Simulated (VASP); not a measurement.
A run of VASP 6.6.1 is set up as follows.

The input INCAR:

```
SYSTEM = WS2
PREC = Accurate
ENCUT = 600
EDIFF = 1E-7
ISMEAR = 0
SIGMA = 0.02
LREAL = .False.
LASPH = .True.
NELM = 100
ALGO = Normal
ISIF = 3
LWAVE = .False.
LCHARG = .False.
GGA = PE
IBRION = 2
NSW = 70
EDIFFG = -0.005
```

The input KPOINTS:

```
regular mesh
0
Gamma
  12 12 2
  0 0 0
```

The input POSCAR:

```
WS2
1.0
    3.1597166908      0.0000000000      0.0000000000
   -1.5798583454      2.7363949230      0.0000000000
    0.0000000000      0.0000000000     16.9394672486
W S
1 2
Direct
    0.3333333333      0.6666666667      0.0000000000
    0.6666666667      0.3333333333      0.9069626209
    0.6666666667      0.3333333333      0.0930373791
```

Potentials or basis: VASP PAW PBE potentials, release 64 (W_sv, S).

Command:

```bash
$ cat potpaw_PBE.64/W_sv/POTCAR potpaw_PBE.64/S/POTCAR > POTCAR
$ mpirun -np 1 vasp_std > vasp.out
```

Task: Estimate the relaxed cell.

Result: a = 3.188 Å, b = 3.188 Å, c = 16.906 Å, α = 90.00°, β = 90.00°, γ = 120.00°.

Task: What does it give for the space group after relaxing (to 0.1 Å)?

Result: P-6m2 (No. 187).

Task: Predict the band gap on the k mesh.

Result: 1.81 eV.

Final structure:
```
CELL_PARAMETERS angstrom
3.18757 0.00000 0.00000
-1.59379 2.76052 0.00000
0.00000 0.00000 16.90567
ATOMIC_POSITIONS crystal
W 0.33333 0.66667 0.00000
S 0.66667 0.33333 0.90706
S 0.66667 0.33333 0.09294
```

Caveat: there is no dipole correction, which matters where the two faces differ; spin-orbit coupling is left out, which moves the levels of the heavy elements.
